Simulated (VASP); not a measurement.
A run of VASP 6.6.1:

The input INCAR:

```
ALGO     = Normal         # electronic algorithm
EDIFF    = 1E-7           # SCF threshold, eV
ENCUT    = 520            # plane-wave cutoff, eV
GGA      = PE             # functional
ISIF     = 2              # what is computed and relaxed
ISMEAR   = 0              # smearing method
IVDW     = 12             # dispersion correction
LASPH    = T              # aspherical terms in the spheres
LCHARG   = F              # write CHGCAR
LREAL    = F              # projectors in reciprocal space
LWAVE    = F              # write WAVECAR
NBANDS   = 11             # bands
NELM     = 60             # most SCF steps
PREC     = Accurate       # precision mode
SIGMA    = 0.02           # smearing width, eV
```

KPOINTS

```
k-points
0
Gamma
  12 12 12
```

POSCAR

```
BN
1.0
    0.0000000000      3.1531335846      2.1630227453
    1.2516197236      0.0000000000      2.1630227453
    1.2516197236      3.1531335846      0.0000000000
B N
1 1
Direct
    0.0001587785      0.0001587785      0.9998412215
    0.6665412115      0.6665412115      0.3334587885
```

Potentials or basis: VASP PAW PBE potentials, release 64 (B, N).

Command:

```console
$ cat potpaw_PBE.64/B/POTCAR potpaw_PBE.64/N/POTCAR > POTCAR
$ mpirun -np 1 vasp_std > vasp.out
```

Hardware: 1 thread of Intel Xeon 8259CL, on a shared host.

Problem. Estimate the wall time of this run.

Solution. Run time: 100 s on 1 thread of Intel Xeon 8259CL (shared host), peak memory 0.19 GiB. Counts: scf iterations 14, k points 280.
